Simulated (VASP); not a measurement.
# BaTiO3 (P4mm) in VASP: a series of runs

The runs below take BaTiO3 through single point, with r2SCAN.

All numbers are computed with VASP 6.6.1; they aren't measurements. Logs are shortened: lines on timing, memory, paths and dates and some standing lists are left out, and cuts for length are marked.

## Step 1: The cell of the first run

It takes space group P4mm (No. 99, tetragonal). The conventional cell has a = 4.051 Å, b = 4.051 Å, c = 4.195 Å, α = 90.00°, β = 90.00°, γ = 90.00°. Within 3.7 Å of Ba (site symmetry 4mm) lie 12 O at 2.83 to 3.01 Å and 8 Ti at 3.51 to 3.60 Å. Within 2.5 Å of Ti (site symmetry 4mm) lie 6 O at 1.79 to 2.40 Å. O (site symmetry 2mm) has 2 Ti at 2.04 Å within 2.7 Å. O (site symmetry 4mm) has 2 Ti at 1.79 to 2.40 Å within 2.5 Å.

## Step 2: Single point, r2SCAN (strain +2.0%)

POSCAR reads:

```
BaTiO3
1.0
    4.0514814922      0.0000000000      0.0000000000
    0.0000000000      4.0514814922      0.0000000000
    0.0000000000      0.0000000000      4.1952456407
Ba Ti O
1 1 3
Direct
    0.5000000000      0.5000000000      0.5909419851
    0.0000000000      0.0000000000      0.1087880958
    0.0000000000      0.5000000000      0.0618146036
    0.5000000000      0.0000000000      0.0618146036
    0.0000000000      0.0000000000      0.5366377018
```

INCAR.step1 reads:

```
PREC     = Accurate       # precision mode
ENCUT    = 520            # plane-wave cutoff, eV
ISMEAR   = 0              # smearing method
SIGMA    = 0.01           # smearing width, eV
LREAL    = F              # projectors in reciprocal space
LASPH    = T              # aspherical terms in the spheres
NELM     = 80             # most SCF steps
NBANDS   = 28             # bands
GGA      = PE             # functional
ALGO     = Normal         # electronic algorithm
EDIFF    = 1E-4           # SCF threshold, eV
LWAVE    = T              # write WAVECAR
LCHARG   = F              # write CHGCAR
```

INCAR.step2 reads:

```
PREC     = Accurate       # precision mode
ENCUT    = 520            # plane-wave cutoff, eV
EDIFF    = 1E-7           # SCF threshold, eV
ISMEAR   = 0              # smearing method
SIGMA    = 0.01           # smearing width, eV
LREAL    = F              # projectors in reciprocal space
LASPH    = T              # aspherical terms in the spheres
NELM     = 80             # most SCF steps
ALGO     = Normal         # electronic algorithm
ISIF     = 2              # what is computed and relaxed
LWAVE    = F              # write WAVECAR
LCHARG   = F              # write CHGCAR
METAGGA  = R2SCAN         # meta-GGA
LMIXTAU  = T            
NBANDS   = 28             # bands
ISTART   = 1
```

KPOINTS reads:

```
regular mesh
0
Gamma
  6 6 6
```

Potentials or basis: VASP PAW PBE potentials, release 64 (Ba_sv, Ti_sv, O).

Launch:

```sh
> cat potpaw_PBE.64/Ba_sv/POTCAR potpaw_PBE.64/Ti_sv/POTCAR potpaw_PBE.64/O/POTCAR > POTCAR
> cp INCAR.step1 INCAR
> mpirun -np 1 vasp_std > vasp.out
> cp INCAR.step2 INCAR
> mpirun -np 1 vasp_std > vasp.out
```

OUTCAR:

```text
PREC = Accurate
   ENCUT = 520
   EDIFF = 1E-7
   ISMEAR = 0
   LREAL = F
   LASPH = T
   NELM = 80
   ISIF = 2
   METAGGA = R2SCAN
   ISTART = 1

 ion  position               nearest neighbor table
   1  0.500  0.500  0.591-   3 2.83   4 2.83   4 2.83   3 2.83   5 2.87   5 2.87   5 2.87   5 2.87
                             3 3.01   4 3.01   3 3.01   4 3.01   2 3.51   2 3.51   2 3.51   2 3.51
   2  0.000  0.000  0.109-   5 1.79   4 2.04   3 2.04   3 2.04   4 2.04   5 2.40   1 3.51   1 3.51
                             1 3.51   1 3.51   1 3.60   1 3.60   1 3.60   1 3.60
   3  0.000  0.500  0.062-   2 2.04   2 2.04   1 2.83   1 2.83   1 3.01   1 3.01
   4  0.500  0.000  0.062-   2 2.04   2 2.04   1 2.83   1 2.83   1 3.01   1 3.01
   5  0.000  0.000  0.537-   2 1.79   2 2.40   1 2.87   1 2.87   1 2.87   1 2.87

  LATTYP: Found a simple tetragonal cell.
 ALAT       =     4.0514814922
 C/A-ratio  =     1.0354843404

  Lattice vectors:

 A1 = (   4.0514814922,   0.0000000000,   0.0000000000)
 A2 = (   0.0000000000,   4.0514814922,   0.0000000000)
 A3 = (   0.0000000000,   0.0000000000,   4.1952456407)

Analysis of symmetry for initial positions (statically):
=====================================================================
 Subroutine PRICEL returns:
 Original cell was already a primitive cell.

 Routine SETGRP: Setting up the symmetry group for a
 simple tetragonal supercell.

 Subroutine GETGRP returns: Found  8 space group operations
 (whereof  8 operations were pure point group operations)
 out of a pool of 16 trial point group operations.

The static configuration has the point symmetry C_4v.

Analysis of symmetry for dynamics (positions and initial velocities):
=====================================================================
 Subroutine PRICEL returns:
 Original cell was already a primitive cell.

 Routine SETGRP: Setting up the symmetry group for a
 simple tetragonal supercell.

 Subroutine GETGRP returns: Found  8 space group operations
 (whereof  8 operations were pure point group operations)
 out of a pool of 16 trial point group operations.

The dynamic configuration has the point symmetry C_4v.

 Subroutine INISYM returns: Found  8 space group operations
 (whereof  8 operations are pure point group operations),
 and found     1 'primitive' translations

----------------------------------------------------------------------------------------

                                     Primitive cell

  volume of cell :      68.8629

[... 90 lines left out ...]
   LSORBIT =      F    spin-orbit coupling
   LASPH  =      T    aspherical Exc in radial PAW
   ENCUT  =  520.0 eV  38.22 Ry    6.18 a.u.   7.53  7.53  7.80*2*pi/ulx,y,z
   NELM   =     80;   NELMIN=  2; NELMDL=  0     # of ELM steps
   EDIFF  = 0.1E-06   stopping-criterion for ELM
   LREAL  =      F    real-space projection
   EDIFFG = 0.1E-05   stopping-criterion for IOM
   NSW    =      0    number of steps for IOM
   IBRION =     -1    ionic relax: 0-MD 1-quasi-New 2-CG
   NFREE  =      0    steps in history (QN), initial steepest desc. (CG)
   ISIF   =      2    stress and relaxation
   ISYM   =      2    0-nonsym 1-usesym 2-fastsym
   POTIM  = 0.5000    time-step for ionic-motion
   TEBEG  =    0.0;   TEEND  =   0.0 temperature during run
   PSTRESS=    0.0 pullay stress
   NELECT =      40.0000    total number of electrons
   NUPDOWN=      -1.0000    fix difference up-down
   EMIN   =  10.00;   EMAX   =-10.00  energy-range for DOS
   EFERMI =   0.00;   METHOD = LEGACY
   ISMEAR =     0;   SIGMA  =   0.01  broadening in eV -4-tet -1-fermi 0-gaus
   EFERMI_NEDOS =   21; number of points for ismear=-14 and -15
   IALGO  =     38    algorithm
   IMIX   =      4    mixing-type and parameters
     AMIX     =   0.40;   BMIX     =  1.00
     AMIX_MAG =   1.60;   BMIX_MAG =  1.00
  volume/ion in A,a.u.               =      13.77        92.94
  Fermi-wavevector in a.u.,A,eV,Ry     =   1.365945  2.581261 25.385818  1.865805
  Thomas-Fermi vector in A             =   2.492129
   LORBIT       =      0    0 simple, 1 ext, 2 COOP (PROOUT), +10 PAW based schemes
   METAGGA = R2SCAN    functional components
   LHFCALC =     F    Hartree Fock is set to
   AEXX    =    0.0000 exact exchange contribution
   IVDW    =     0    specifies the selected vdW correction
   LEPSILON=     F    determine dielectric tensor
   LRPA    =     F    only Hartree local field effects (RPA)
 non-spin polarized calculation
 Gauss-broadening in eV      SIGMA  =   0.01
  energy-cutoff  :      520.00
  volume of cell :       68.86
 maximum number of plane-waves:      1880
   NGX = 15   NGY = 15   NGZ = 15

 number of electron      39.9999986 magnetization

 Free energy of the ion-electron system (eV)
  ---------------------------------------------------
  ext. energy  EPLUGINS =         0.00000000
  ---------------------------------------------------
  free energy    TOTEN  =       -74.19878839 eV

  energy without entropy =      -74.19878839  energy(sigma->0) =      -74.19878839

 E-fermi :   3.2772     XC(G=0): -11.4886

 val. band max:        3.2041919129   @ k =   0.5000   0.5000   0.5000
 cond. band min:       5.3314113076   @ k =   0.0000   0.0000   0.0000
 fundamental gap:      2.1272193947
 Fermi energy:         3.2772224123

 k-point     1 :       0.0000    0.0000    0.0000
  band No.  band energies     occupation
      1     -55.7716      2.00000
      2     -31.0689      2.00000
      3     -30.8923      2.00000
      4     -30.8923      2.00000
      5     -22.7271      2.00000
      6     -14.7294      2.00000
[... 733 lines left out ...]
     27      11.3458      0.00000
     28      12.6655      0.00000

 [... further k-points ...]
[... 5 lines left out ...]
  --------------------------------------------------------------------------------------
  -------------------------------------------------------------------------------------
  Total       -3.0375876     -3.0375876     -1.3348006      0.0000000      0.0000000      0.0000000
  in kB      -70.6731227    -70.6731227    -31.0557377      0.0000000      0.0000000      0.0000000
  external PRESSURE =     -57.4673277 kB  Pullay stress =       0.0000000 kB

 VOLUME and BASIS-vectors are now :
 -----------------------------------------------------------------------------
  energy-cutoff  :      520.00
  volume of cell :       68.86
      direct lattice vectors                 reciprocal lattice vectors
     4.051481492  0.000000000  0.000000000     0.246823292  0.000000000  0.000000000
     0.000000000  4.051481492  0.000000000     0.000000000  0.246823292  0.000000000
     0.000000000  0.000000000  4.195245641     0.000000000  0.000000000  0.238365065

 POSITION                                       TOTAL-FORCE (eV/Angst)
 -----------------------------------------------------------------------------------
      2.02574      2.02574      2.47915         0.000000      0.000000     -0.035121
      0.00000      0.00000      0.45639         0.000000      0.000000     -0.210095
      0.00000      2.02574      0.25933         0.000000     -0.000000      0.021090
      2.02574      0.00000      0.25933         0.000000     -0.000000      0.021090
      0.00000      0.00000      2.25133         0.000000     -0.000000      0.203035
 -----------------------------------------------------------------------------------
    total drift:                                0.000000     -0.000000     -0.003445

  FREE ENERGIE OF THE ION-ELECTRON SYSTEM (eV)
  ---------------------------------------------------
  free  energy   TOTEN  =       -74.1987883897 eV

  energy  without entropy=      -74.1987883897  energy(sigma->0) =      -74.19878839
```

OSZICAR.step1:

```text
N       E                     dE             d eps       ncg     rms          rms(c)
DAV:   1     0.422390242410E+03    0.42239E+03   -0.19428E+04  2240   0.150E+03
DAV:   2    -0.599599653325E+01   -0.42839E+03   -0.40767E+03  2624   0.415E+02
DAV:   3    -0.490891092253E+02   -0.43093E+02   -0.42791E+02  3148   0.131E+02
DAV:   4    -0.507389669302E+02   -0.16499E+01   -0.16461E+01  3372   0.229E+01
DAV:   5    -0.507714003609E+02   -0.32433E-01   -0.32427E-01  3056   0.277E+00    0.229E+01
DAV:   6    -0.404190610934E+02    0.10352E+02   -0.58031E+01  3320   0.663E+01    0.105E+01
DAV:   7    -0.402648263068E+02    0.15423E+00   -0.12648E+01  3020   0.265E+01    0.696E+00
DAV:   8    -0.400416060121E+02    0.22322E+00   -0.61199E-01  2704   0.698E+00    0.388E+00
DAV:   9    -0.400669684512E+02   -0.25362E-01   -0.55872E-01  3280   0.686E+00    0.201E+00
DAV:  10    -0.400274997188E+02    0.39469E-01   -0.16070E-01  2976   0.375E+00    0.667E-01
DAV:  11    -0.400231729825E+02    0.43267E-02   -0.23201E-02  2968   0.153E+00    0.351E-01
DAV:  12    -0.400216836671E+02    0.14893E-02   -0.66662E-03  2716   0.543E-01    0.545E-02
DAV:  13    -0.400217789168E+02   -0.95250E-04   -0.32235E-04  2500   0.142E-01
   1 F= -.40021779E+02 E0= -.40021779E+02  d E =-.235131E-46
```

It took 3.8 min on 1 thread of Intel Xeon Platinum 8375C at 2.90GHz (Ice Lake), shared host; peak memory 0.22 GiB.

What came out:

```yaml
Free_energy: -74.1988 eV
Pressure: -5.7 GPa
Largest_force: 0.210 eV/Å
Band_gap_on_the_k_mesh: 2.13 eV (least direct gap 2.68 eV)
```

Forces on the atoms (eV/Å):
```
Ba   0.000  0.000 -0.035
Ti   0.000  0.000 -0.210
O    0.000  0.000  0.021
O    0.000  0.000  0.021
O    0.000  0.000  0.203
```

Caveat: the cell differs from its parent crystal (strain +2.0%); the cell stands under tension; the PAW data sets were made with another functional, which shifts forces and pressure a little; spin-orbit coupling is left out, which moves the levels of the heavy elements.

## Step 3: Single point, r2SCAN (strain +3.0%)

POSCAR reads:

```
BaTiO3
1.0
    4.0912018989      0.0000000000      0.0000000000
    0.0000000000      4.0912018989      0.0000000000
    0.0000000000      0.0000000000      4.2363754999
Ba Ti O
1 1 3
Direct
    0.5000000000      0.5000000000      0.5946603424
    0.0000000000      0.0000000000      0.1111252684
    0.0000000000      0.5000000000      0.0610935939
    0.5000000000      0.0000000000      0.0610935939
    0.0000000000      0.0000000000      0.5320241914
```

INCAR.step1 reads:

```
SYSTEM = BaTiO3
ALGO = Normal
EDIFF = 1E-4
ENCUT = 520
GGA = PE
ISMEAR = 0
LASPH = .True.
LCHARG = .False.
LREAL = .False.
LWAVE = .True.
NBANDS = 28
NELM = 80
PREC = Accurate
SIGMA = 0.01
```

INCAR.step2 reads:

```
SYSTEM = BaTiO3
ALGO = Normal
EDIFF = 1E-6
ENCUT = 520
ISIF = 2
ISMEAR = 0
ISTART = 1
LASPH = .True.
LCHARG = .False.
LMIXTAU = .True.
LREAL = .False.
LWAVE = .False.
METAGGA = R2SCAN
NBANDS = 28
NELM = 80
PREC = Accurate
SIGMA = 0.01
```

KPOINTS reads:

```
k-points
0
Gamma
  6 6 6
  0 0 0
```

Potentials or basis: VASP PAW PBE potentials, release 64 (Ba_sv, Ti_sv, O).

Launch:

```sh
> cat potpaw_PBE.64/Ba_sv/POTCAR potpaw_PBE.64/Ti_sv/POTCAR potpaw_PBE.64/O/POTCAR > POTCAR
> cp INCAR.step1 INCAR
> mpirun -np 1 vasp_std > vasp.out
> cp INCAR.step2 INCAR
> mpirun -np 1 vasp_std > vasp.out
```

Run time: 3.8 min. Hardware: 1 thread of Intel Xeon Platinum 8375C at 2.90GHz (Ice Lake), shared host; peak memory 0.23 GiB.

It converged, with:

```yaml
Free_energy: -74.1014 eV
Pressure: -8.7 GPa
Largest_force: 0.229 eV/Å
Band_gap_on_the_k_mesh: 2.09 eV (least direct gap 2.65 eV)
```

Forces in eV/Å, atoms in the order of the input:
```
Ba   0.000  0.000 -0.041
Ti   0.000  0.000 -0.229
O    0.000  0.000  0.023
O    0.000  0.000  0.023
O    0.000  0.000  0.224
```

Stress tensor (GPa, compression positive):
```
-10.53   0.00   0.00
  0.00 -10.53   0.00
  0.00   0.00  -4.96
```

Levels at points of the mesh, in eV from the valence-band top:
```tsv
k point	band 16	band 17	band 18	band 19	band 20	band 21	band 22	band 23	band 24	band 25
(0.00, 0.00, 0.00)	-1.91	-1.21	-1.05	-0.56	-0.56	2.09	2.81	2.81	3.89	4.40
(0.50, 0.00, 0.00)	-1.81	-1.78	-1.65	-1.54	-1.46	2.85	3.51	3.66	4.20	5.34
(0.50, 0.50, 0.00)	-2.87	-2.21	-1.30	-1.30	-0.06	3.70	3.70	3.97	4.24	7.17
(0.00, 0.00, 0.50)	-2.40	-1.94	-1.84	-0.74	-0.74	2.20	3.72	3.72	3.90	5.89
(0.50, 0.00, 0.50)	-2.37	-1.91	-1.14	-1.04	-0.53	3.55	3.73	3.90	4.67	7.04
(0.50, 0.50, 0.50)	-2.83	-2.60	-0.47	-0.47	0.00	4.10	4.11	4.11	6.15	6.80
```

Caveat: the cell differs from its parent crystal (strain +3.0%); the cell stands under tension; the PAW data sets were made with another functional, which shifts forces and pressure a little; spin-orbit coupling is left out, which moves the levels of the heavy elements. A k mesh can miss the band edges.

## Step 4: Single point, r2SCAN (strain +4.0%)

POSCAR reads:

```
BaTiO3
1.0
    4.1309223057      0.0000000000      0.0000000000
    0.0000000000      4.1309223057      0.0000000000
    0.0000000000      0.0000000000      4.2775053592
Ba Ti O
1 1 3
Direct
    0.5000000000      0.5000000000      0.5992265788
    0.0000000000      0.0000000000      0.1131517011
    0.0000000000      0.5000000000      0.0601059896
    0.5000000000      0.0000000000      0.0601059896
    0.0000000000      0.0000000000      0.5274067309
```

INCAR.step1 reads:

```
  PREC = Accurate
  ENCUT = 520
  ISMEAR = 0
  SIGMA = 0.01
  LREAL = F
  LASPH = T
  NELM = 80
  NBANDS = 28
  GGA = PE
  ALGO = Normal
  EDIFF = 1E-4
  LWAVE = T
  LCHARG = F
```

INCAR.step2 reads:

```
  PREC = Accurate
  ENCUT = 520
  EDIFF = 1E-6
  ISMEAR = 0
  SIGMA = 0.01
  LREAL = F
  LASPH = T
  NELM = 80
  ALGO = Normal
  ISIF = 2
  LWAVE = F
  LCHARG = T
  METAGGA = R2SCAN
  LMIXTAU = T
  LELF = T
  LVHAR = T
  NBANDS = 28
  ISTART = 1
```

KPOINTS reads:

```
Automatic mesh
0
Gamma
  6 6 6
```

Launch:

```sh
> cat potpaw_PBE.64/Ba_sv/POTCAR potpaw_PBE.64/Ti_sv/POTCAR potpaw_PBE.64/O/POTCAR > POTCAR
> cp INCAR.step1 INCAR
> mpirun -np 1 vasp_std > vasp.out
> cp INCAR.step2 INCAR
> mpirun -np 1 vasp_std > vasp.out
```

It took 2.7 min on 1 thread of Intel Xeon Platinum 8375C at 2.90GHz (Ice Lake), shared host; peak memory 0.24 GiB.

The run converged. Its results:

```
Free energy            : -73.9663 eV
Pressure               : -11.1 GPa
Largest force          : 0.243 eV/Å
Band gap on the k mesh : 2.05 eV (least direct gap 2.61 eV)
```

Forces on the atoms (eV/Å):
```
Ba   0.000  0.000 -0.048
Ti   0.000  0.000 -0.243
O    0.000  0.000  0.024
O    0.000  0.000  0.024
O    0.000  0.000  0.243
```

Stress tensor (GPa, compression positive):
```
-13.47   0.00   0.00
  0.00 -13.47   0.00
  0.00   0.00  -6.44
```

Levels at points of the mesh, in eV from the valence-band top:
```
           k point  band 16  band 17  band 18  band 19  band 20  band 21  band 22  band 23  band 24  band 25
(0.00, 0.00, 0.00)    -2.00    -1.18    -1.13    -0.56    -0.56     2.05     2.85     2.85     3.75     4.35
(0.50, 0.00, 0.00)    -1.75    -1.73    -1.71    -1.52    -1.48     2.86     3.39     3.56     4.14     5.11
(0.50, 0.50, 0.00)    -2.88    -2.28    -1.31    -1.31    -0.06     3.61     3.61     3.84     4.10     6.89
(0.00, 0.00, 0.50)    -2.48    -1.91    -1.78    -0.73    -0.73     2.16     3.67     3.67     3.76     5.74
(0.50, 0.00, 0.50)    -2.28    -1.91    -1.13    -1.04    -0.56     3.43     3.68     3.80     4.49     6.82
(0.50, 0.50, 0.50)    -2.89    -2.56    -0.50    -0.50     0.00     3.95     4.00     4.00     5.96     6.69
```

Caveat: the cell differs from its parent crystal (strain +4.0%); the cell stands under tension; the PAW data sets were made with another functional, which shifts forces and pressure a little; spin-orbit coupling is left out, which moves the levels of the heavy elements. A k mesh can miss the band edges.

## Step 5: Summary

```tsv
cell	gap on the mesh (eV)	pressure (GPa)	largest force (eV/Å)
a = 4.051, b = 4.051, c = 4.195 Å, 5 atoms, strain +2.0%	2.13	-5.7	0.21
a = 4.091, b = 4.091, c = 4.236 Å, 5 atoms, strain +3.0%	2.09	-8.7	0.23
a = 4.131, b = 4.131, c = 4.278 Å, 5 atoms, strain +4.0%	2.05	-11.1	0.24
```

Alike in all rows: task single point; level r2SCAN; potentials or basis VASP PAW PBE potentials, release 64 (Ba_sv, Ti_sv, O); no spin polarisation; k mesh 6 × 6 × 6; cutoff (eV) 520; smearing gaussian 0.01 eV.

Caveats: the cell stands under tension; the PAW data sets were made with another functional, which shifts forces and pressure a little; spin-orbit coupling is left out, which moves the levels of the heavy elements.

Absolute energies hang on the potentials; compare differences alone.
